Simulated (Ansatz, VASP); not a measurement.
**Cs: VASP beside Ansatz**

Contents of INCAR:

```
ALGO = Normal
EDIFF = 1E-6
ENCUT = 400
GGA = PE
GGA_COMPAT = False
ISIF = 2
ISMEAR = 0
ISPIN = 2
IVDW = 13
LASPH = True
LCHARG = False
LORBIT = 11
LREAL = False
LWAVE = False
MAGMOM = 0.5
NBANDS = 14
NELM = 200
NELMDL = -8
PREC = Accurate
SIGMA = 0.005
```

Contents of KPOINTS:

```
k-points
0
Gamma
  1 1 1
```

POSCAR

```
Cs
1.0
   10.5000000000      0.0000000000      0.0000000000
    0.0000000000     11.0000000000      0.0000000000
    0.0000000000      0.0000000000     11.5000000000
Cs
1
Direct
    0.5000000000      0.5045454500      0.5000000000
```

Input for Ansatz:

```yaml
crystal:
  lattice:
    - [10.5, 0.0, 0.0]
    - [0.0, 11.0, 0.0]
    - [0.0, 0.0, 11.5]
  atoms:
    - { symbol: Cs, position: [0.5, 0.50454545, 0.5], spin: 0.5 }
magnetization:
  spin_polarized: true
hamiltonian:
  xc: pbe
  dispersion: d4
kpoints:
  mp_grid: { grid: [1, 1, 1] }
scf:
  occupations: { method: gaussian, width: 0.005 }
  max_iter: 140
  lower_state_search: "off"
output:
  forces: true
```

Alike in both runs: task single point; functional PBE; dispersion D4; k mesh 1 × 1 × 1; occupations gaussian, width 0.005 eV; collinear spin.

```csv
,VASP,Ansatz
version,VASP 6.6.1,Ansatz 0.2.0
potentials or method,"VASP PAW PBE potentials, release 64 (Cs_sv)","scalar-relativistic, plane waves, PAW"
plane-wave cutoff (eV),400,420
valence electrons in the cell,9,9
```

|  | VASP | Ansatz | Ansatz less VASP |
| --- | --- | --- | --- |
| net moment per atom (μB) | 1.00 | 1.00 | 0.000 |
| size of the moment on the site where the two differ most (μB) | 0.02 | 0.90 | +0.879 |

Site moments also hang on the region over which each program counts them.

Spin-orbit coupling is off throughout.
